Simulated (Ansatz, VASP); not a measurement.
# TaTe in VASP and in Ansatz

INCAR

```
SYSTEM = TaTe
  PREC = Accurate
  ENCUT = 520
  EDIFF = 1E-7
  ISMEAR = 0
  SIGMA = 0.05
  LREAL = .FALSE.
  LASPH = .TRUE.
  NELM = 150
  ALGO = Normal
  ISIF = 2
  LWAVE = .FALSE.
  LCHARG = .FALSE.
  ISPIN = 2
  MAGMOM = 1.52 0
  LORBIT = 11
  LMAXMIX = 4
  GGA = PE
  NBANDS = 20
```

Contents of KPOINTS:

```
Automatic mesh
0
G
  10 10 10
  0 0 0
```

The input POSCAR:

```
TaTe
1.0
    0.0000000000      3.2320030464      3.2320030464
    3.2320030464      0.0000000000      3.2320030464
    3.2320030464      3.2320030464      0.0000000000
Ta Te
1 1
Direct
    0.0000000000      0.0000000000      0.0000000000
    0.2500000000      0.2500000000      0.2500000000
```

Input for Ansatz:

```yaml
crystal:
  lattice:
    - [0.0, 3.2320030464, 3.2320030464]
    - [3.2320030464, 0.0, 3.2320030464]
    - [3.2320030464, 3.2320030464, 0.0]
  atoms:
    - { symbol: Ta, position: [0.0, 0.0, 0.0], spin: 1.52 }
    - { symbol: Te, position: [0.25, 0.25, 0.25] }
basis:
  ecutwfc: 420
  ecutrho_ratio: 4
kpoints:
  mp_grid: { grid: [10, 10, 10] }
hamiltonian:
  xc: pbe
scf:
  occupations: { method: gaussian, width: 0.05 }
output:
  forces: true
  stress: true
  eigenvalues: true
  populations: true
magnetization:
  spin_polarized: true
```

Alike in both runs: task single point; functional PBE; k mesh 10 × 10 × 10; occupations gaussian, width 0.05 eV; collinear spin.

|  | VASP | Ansatz |
| --- | --- | --- |
| version | VASP 6.6.1 | Ansatz 0.2.0 |
| potentials or method | VASP PAW PBE potentials, release 64 (Ta_pv, Te), cutoff 520 eV | scalar-relativistic, plane waves, PAW |
| valence electrons in the cell | 17 | 29 |

|  | VASP | Ansatz | Ansatz less VASP |
| --- | --- | --- | --- |
| gap on the k mesh at the Fermi level (eV) | none | none | - |
| pressure (GPa) | -3.6 | -3.6 | 0.00 |
| net moment per atom (μB) | 1.16 | 1.16 | 0.000 |
| size of the moment on the site where the two differ most (μB) | 1.55 | 1.44 | -0.114 |

Site moments also hang on the region over which each program counts them. A gap of «none» marks a metal or a gap that the smearing closes. VASP's potentials hold 17 valence electrons a cell and Ansatz's 29, so a difference there can come from the potentials and not from the codes.

Neither program's run includes spin-orbit coupling.
